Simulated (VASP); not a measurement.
# TaRu4 (P6_3/mmc) in VASP: further runs

TaRu4 is run at these levels: PBE; tasks: single point.

All numbers are computed with VASP 6.6.1; they aren't measurements. Logs are shortened: lines on timing, memory, paths and dates and some standing lists are left out, and cuts for length are marked.

## Step 1: The cell of the first run

Symmetry: P6_3/mmc, No. 194, hexagonal system. The conventional cell has a = 2.765 Å, b = 2.765 Å, c = 22.197 Å, α = 90.00°, β = 90.00°, γ = 120.00°. Within 3.6 Å of Ta (site symmetry -6m2) lie 6 Ta at 2.77 Å and 6 Ru at 2.86 Å. Ru (site symmetry 3m) has 12 Ru at 2.64 to 2.77 Å within 3.5 Å. Ru (site symmetry 3m) has 9 Ru at 2.66 to 2.77 Å and 3 Ta at 2.86 Å within 3.5 Å.

## Step 2: Single point, PBE

Input file INCAR:

```
SYSTEM = TaRu4
ALGO     = Fast           ! electronic algorithm
EDIFF    = 1E-7           ! SCF threshold, eV
ENCUT    = 520            ! plane-wave cutoff, eV
GGA      = PE             ! functional
ISIF     = 2              ! what is computed and relaxed
ISMEAR   = 0              ! smearing method
LASPH    = .True.         ! aspherical terms in the spheres
LCHARG   = .False.        ! write CHGCAR
LREAL    = .False.        ! projectors in reciprocal space
LWAVE    = .False.        ! write WAVECAR
NBANDS   = 78             ! bands
NELM     = 100            ! most SCF steps
PREC     = Accurate       ! precision mode
SIGMA    = 0.1            ! smearing width, eV
```

Input file KPOINTS:

```
k-points
0
Gamma
  6 6 1
  0 0 0
```

Input file POSCAR:

```
TaRu4
1.0
    2.7651084814     -0.0000000029      0.0000000000
   -1.3825542382      2.3946541906      0.0000000000
    0.0000000000      0.0000000000     22.1965381402
Ta Ru
2 8
Direct
    0.3333333333      0.6666666667      0.7500000000
    0.6666666667      0.3333333333      0.2500000000
    0.3333333333      0.6666666667      0.9525637154
    0.3333333333      0.6666666667      0.1431765828
    0.3333333333      0.6666666667      0.3568234172
    0.3333333333      0.6666666667      0.5474362846
    0.6666666667      0.3333333333      0.8568234172
    0.6666666667      0.3333333333      0.0474362846
    0.6666666667      0.3333333333      0.4525637154
    0.6666666667      0.3333333333      0.6431765828
```

Potentials or basis: VASP PAW PBE potentials, release 64 (Ta_pv, Ru_pv).

On the command line:

```bash
$ cat potpaw_PBE.64/Ta_pv/POTCAR potpaw_PBE.64/Ru_pv/POTCAR > POTCAR
$ mpirun -np 1 vasp_std > vasp.out
```

OUTCAR:

```text
SYSTEM = TaRu4
   EDIFF = 1E-7
   ENCUT = 520
   GGA = PE
   ISIF = 2
   ISMEAR = 0
   LASPH = .True.
   LREAL = .False.
   NELM = 100
   PREC = Accurate

 ion  position               nearest neighbor table
   1  0.333  0.667  0.750-   7 2.86  10 2.86   7 2.86  10 2.86   7 2.86  10 2.86
   2  0.667  0.333  0.250-   4 2.86   5 2.86   4 2.86   5 2.86   4 2.86   5 2.86
   3  0.333  0.667  0.953-   8 2.64   8 2.64   8 2.64   7 2.66   7 2.66   7 2.66
   4  0.333  0.667  0.143-   8 2.66   8 2.66   8 2.66   2 2.86   2 2.86   2 2.86
   5  0.333  0.667  0.357-   9 2.66   9 2.66   9 2.66   2 2.86   2 2.86   2 2.86
   6  0.333  0.667  0.547-   9 2.64   9 2.64   9 2.64  10 2.66  10 2.66  10 2.66
   7  0.667  0.333  0.857-   3 2.66   3 2.66   3 2.66   1 2.86   1 2.86   1 2.86
   8  0.667  0.333  0.047-   3 2.64   3 2.64   3 2.64   4 2.66   4 2.66   4 2.66
   9  0.667  0.333  0.453-   6 2.64   6 2.64   6 2.64   5 2.66   5 2.66   5 2.66
  10  0.667  0.333  0.643-   6 2.66   6 2.66   6 2.66   1 2.86   1 2.86   1 2.86

  LATTYP: Found a hexagonal cell.
 ALAT       =     2.7651084814
 C/A-ratio  =     8.0273661195

  Lattice vectors:

 A1 = (   2.7651084814,  -0.0000000029,   0.0000000000)
 A2 = (  -1.3825542382,   2.3946541906,   0.0000000000)
 A3 = (   0.0000000000,   0.0000000000,  22.1965381402)

Analysis of symmetry for initial positions (statically):
=====================================================================
 Subroutine PRICEL returns:
 Original cell was already a primitive cell.

 Routine SETGRP: Setting up the symmetry group for a
 hexagonal supercell.

 Subroutine GETGRP returns: Found 24 space group operations
 (whereof 12 operations were pure point group operations)
 out of a pool of 24 trial point group operations.

The static configuration has the point symmetry D_3d.
 The point group associated with its full space group is D_6h.

Analysis of symmetry for dynamics (positions and initial velocities):
=====================================================================
 Subroutine PRICEL returns:
 Original cell was already a primitive cell.

 Routine SETGRP: Setting up the symmetry group for a
 hexagonal supercell.

 Subroutine GETGRP returns: Found 24 space group operations
 (whereof 12 operations were pure point group operations)
 out of a pool of 24 trial point group operations.

The dynamic configuration has the point symmetry D_3d.
 The point group associated with its full space group is D_6h.

 Subroutine INISYM returns: Found 24 space group operations
 (whereof 12 operations are pure point group operations),
 and found     1 'primitive' translations

----------------------------------------------------------------------------------------

                                     Primitive cell

  volume of cell :     146.9739

  direct lattice vectors                    reciprocal lattice vectors
     2.765108481 -0.000000003  0.000000000     0.361649464  0.208798415  0.000000000
    -1.382554238  2.394654191  0.000000000     0.000000000  0.417596831  0.000000000
     0.000000000  0.000000000 22.196538140     0.000000000  0.000000000  0.045052070

  length of vectors
     2.765108481  2.765108481 22.196538140     0.417596831  0.417596831  0.045052070

  position of ions in fractional coordinates (direct lattice)
     0.333333333  0.666666667  0.750000000
     0.666666667  0.333333333  0.250000000
     0.333333333  0.666666667  0.952563715
     0.333333333  0.666666667  0.143176583
     0.333333333  0.666666667  0.356823417
     0.333333333  0.666666667  0.547436285
     0.666666667  0.333333333  0.856823417
     0.666666667  0.333333333  0.047436285
     0.666666667  0.333333333  0.452563715
     0.666666667  0.333333333  0.643176583

  ion indices of the primitive-cell ions
   primitive index   ion index
                 1           1
                 2           2
                 3           3
                 4           4
                 5           5
                 6           6
                 7           7
                 8           8
                 9           9
                10          10

----------------------------------------------------------------------------------------

 KPOINTS: k-points

Automatic generation of k-mesh.
 Grid dimensions read from file:
 generate k-points for:    6    6    1

 Generating k-lattice:

  Cartesian coordinates                     Fractional coordinates (reciprocal lattice)
     0.060274911  0.034799736  0.000000000     0.166666667  0.000000000  0.000000000
     0.000000000  0.069599472  0.000000000    -0.000000000  0.166666667  0.000000000
     0.000000000  0.000000000  0.045052070     0.000000000  0.000000000  1.000000000

  Length of vectors
     0.069599472  0.069599472  0.045052070

  Shift w.r.t. Gamma in fractional coordinates (k-lattice)
     0.000000000  0.000000000  0.000000000

 Subroutine IBZKPT returns following result:
 ===========================================

 Found      7 irreducible k-points:

 Following reciprocal coordinates:
            Coordinates               Weight
  0.000000  0.000000  0.000000      1.000000
  0.166667  0.000000  0.000000      6.000000
  0.333333  0.000000  0.000000      6.000000
  0.500000  0.000000  0.000000      3.000000
  0.166667  0.166667  0.000000      6.000000
  0.333333  0.166667  0.000000     12.000000
  0.333333  0.333333  0.000000      2.000000
   k-points           NKPTS =      7   k-points in BZ     NKDIM =      7   number of bands    NBANDS=     78
   number of dos      NEDOS =    301   number of ions     NIONS =     10
   total plane-waves  NPLWV =  96768
   dimension x,y,z NGX =    24 NGY =   24 NGZ =  168
   dimension x,y,z NGXF=    48 NGYF=   48 NGZF=  336
   ions per type =               2   8
   NGX,Y,Z   is equivalent  to a cutoff of  14.43, 14.43, 12.58 a.u.
   NGXF,Y,Z  is equivalent  to a cutoff of  28.86, 28.86, 25.17 a.u.
 SYSTEM =  TaRu4
   PREC   = accura    normal or accurate (medium, high low for compatibility)
   ISTART =      0    job   : 0-new  1-cont  2-samecut
   ICHARG =      2    charge: 1-file 2-atom 10-const
   ISPIN  =      1    spin polarized calculation?
   LNONCOLLINEAR =      F non collinear calculations
   LSORBIT =      F    spin-orbit coupling
   LASPH  =      T    aspherical Exc in radial PAW
   ENCUT  =  520.0 eV  38.22 Ry    6.18 a.u.   5.14  5.14 41.27*2*pi/ulx,y,z
   NELM   =    100;   NELMIN=  2; NELMDL= -5     # of ELM steps
   EDIFF  = 0.1E-06   stopping-criterion for ELM
   LREAL  =      F    real-space projection
   EDIFFG = 0.1E-05   stopping-criterion for IOM
   NSW    =      0    number of steps for IOM
   IBRION =     -1    ionic relax: 0-MD 1-quasi-New 2-CG
   NFREE  =      0    steps in history (QN), initial steepest desc. (CG)
   ISIF   =      2    stress and relaxation
   ISYM   =      2    0-nonsym 1-usesym 2-fastsym
   POTIM  = 0.5000    time-step for ionic-motion
   TEBEG  =    0.0;   TEEND  =   0.0 temperature during run
   PSTRESS=    0.0 pullay stress
   NELECT =     134.0000    total number of electrons
   NUPDOWN=      -1.0000    fix difference up-down
   EMIN   =  10.00;   EMAX   =-10.00  energy-range for DOS
   EFERMI =   0.00;   METHOD = LEGACY
   ISMEAR =     0;   SIGMA  =   0.10  broadening in eV -4-tet -1-fermi 0-gaus
   EFERMI_NEDOS =   21; number of points for ismear=-14 and -15
   IALGO  =     68    algorithm
   IMIX   =      4    mixing-type and parameters
     AMIX     =   0.40;   BMIX     =  1.00
     AMIX_MAG =   1.60;   BMIX_MAG =  1.00
  volume/ion in A,a.u.               =      14.70        99.18
  Fermi-wavevector in a.u.,A,eV,Ry     =   1.587436  2.999820 34.286063  2.519955
  Thomas-Fermi vector in A             =   2.686594
   LORBIT       =      0    0 simple, 1 ext, 2 COOP (PROOUT), +10 PAW based schemes
   GGA     = PE    functional components
   LHFCALC =     F    Hartree Fock is set to
   AEXX    =    0.0000 exact exchange contribution
   IVDW    =     0    specifies the selected vdW correction
   LEPSILON=     F    determine dielectric tensor
   LRPA    =     F    only Hartree local field effects (RPA)
 non-spin polarized calculation
 RMM-DIIS sequential band-by-band and
 Gauss-broadening in eV      SIGMA  =   0.10
  energy-cutoff  :      520.00
  volume of cell :      146.97
 maximum number of plane-waves:      3980
 NGX is ok and might be reduce to    24
   NGX = 11   NGY = 11   NGZ = 83

 number of electron     133.9999980 magnetization

 Free energy of the ion-electron system (eV)
  ---------------------------------------------------
  ext. energy  EPLUGINS =         0.00000000
  ---------------------------------------------------
  free energy    TOTEN  =       -97.04360415 eV

  energy without entropy =      -96.99493483  energy(sigma->0) =      -97.01926949

 E-fermi :  10.7405     XC(G=0): -13.6486

 val. band max:       10.7269200522   @ k =   0.1667   0.1667   0.0000
 cond. band min:      10.7747881612   @ k =   0.3333   0.1667   0.0000
 fundamental gap:      0.0478681090
 Fermi energy:        10.7404986922

 k-point     1 :       0.0000    0.0000    0.0000
  band No.  band energies     occupation
      1     -32.7146      2.00000
      2     -32.7139      2.00000
      3     -32.2800      2.00000
      4     -32.2771      2.00000
      5     -32.0205      2.00000
      6     -32.0205      2.00000
[... 70 lines left out ...]
     77      11.5163      0.00000
     78      11.9973      0.00000

 k-point     2 :       0.1667    0.0000    0.0000
  band No.  band energies     occupation
      1     -32.6590      2.00000
      2     -32.6587      2.00000
      3     -32.3321      2.00000
      4     -32.3310      2.00000
      5     -32.1255      2.00000
      6     -32.1248      2.00000
[... 70 lines left out ...]
     77      11.3755      0.00000
     78      11.7316      0.00000
[... 322 lines left out ...]
     77      13.2414      0.00000
     78      13.6182      0.00000

 k-point     7 :       0.3333    0.3333    0.0000
  band No.  band energies     occupation
      1     -32.5515      2.00000
      2     -32.5515      2.00000
      3     -32.5515      2.00000
      4     -32.5515      2.00000
      5     -32.4986      2.00000
      6     -32.4986      2.00000
[... 70 lines left out ...]
     77      12.7243      0.00000
     78      13.0304      0.00000

------------------------ aborting loop because EDIFF is reached ----------------------------------------

  FORCE on cell =-STRESS in cart. coord.  units (eV):
  Direction    XX          YY          ZZ          XY          YZ          ZX
  --------------------------------------------------------------------------------------
  -------------------------------------------------------------------------------------
  Total        0.0121476      0.0121476      0.0050409     -0.0000000     -0.0000000      0.0000000
  in kB        0.1324220      0.1324220      0.0549516     -0.0000000     -0.0000000      0.0000000
  external PRESSURE =       0.1065985 kB  Pullay stress =       0.0000000 kB

 VOLUME and BASIS-vectors are now :
 -----------------------------------------------------------------------------
  energy-cutoff  :      520.00
  volume of cell :      146.97
      direct lattice vectors                 reciprocal lattice vectors
     2.765108481 -0.000000003  0.000000000     0.361649464  0.208798415  0.000000000
    -1.382554238  2.394654191  0.000000000     0.000000000  0.417596831  0.000000000
     0.000000000  0.000000000 22.196538140     0.000000000  0.000000000  0.045052070

 POSITION                                       TOTAL-FORCE (eV/Angst)
 -----------------------------------------------------------------------------------
      0.00000      1.59644     16.64740        -0.000000     -0.000000      0.000000
      1.38255      0.79822      5.54913         0.000000     -0.000000      0.000000
      0.00000      1.59644     21.14362         0.000000      0.000000     -0.002793
      0.00000      1.59644      3.17802        -0.000000      0.000000     -0.009680
      0.00000      1.59644      7.92024        -0.000000      0.000000      0.009680
      0.00000      1.59644     12.15119         0.000000      0.000000      0.002793
      1.38255      0.79822     19.01851         0.000000     -0.000000      0.009680
      1.38255      0.79822      1.05292        -0.000000     -0.000000      0.002793
      1.38255      0.79822     10.04535        -0.000000     -0.000000     -0.002793
      1.38255      0.79822     14.27629         0.000000      0.000000     -0.009680
 -----------------------------------------------------------------------------------
    total drift:                               -0.000000      0.000000     -0.000000

  FREE ENERGIE OF THE ION-ELECTRON SYSTEM (eV)
  ---------------------------------------------------
  free  energy   TOTEN  =       -97.0436041493 eV

  energy  without entropy=      -96.9949348276  energy(sigma->0) =      -97.01926949
```

It took 1.8 min on 1 thread of Intel Xeon 6975P-C (Granite Rapids), shared host; peak memory 0.32 GiB.

Results:

| Item | Value |
| --- | --- |
| Free energy | -97.0436 eV |
| Pressure | 0.0 GPa |
| Largest force | 0.010 eV/Å |
| Band gap on the k mesh | zero (bands 67 and 68 overlap by 2.12 eV) |

Forces on the atoms (eV/Å):
```
Ta   0.000  0.000  0.000
Ta   0.000  0.000  0.000
Ru   0.000  0.000 -0.003
Ru   0.000  0.000 -0.010
Ru   0.000  0.000  0.010
Ru   0.000  0.000  0.003
Ru   0.000  0.000  0.010
Ru   0.000  0.000  0.003
Ru   0.000  0.000 -0.003
Ru   0.000  0.000 -0.010
```

Caveat: the k points lie up to 0.44 Å⁻¹ apart, too coarse for converged energies and pressures of a metal; spin-orbit coupling is left out, which moves the levels of the heavy elements.

(Continued in part 2 of 2.)
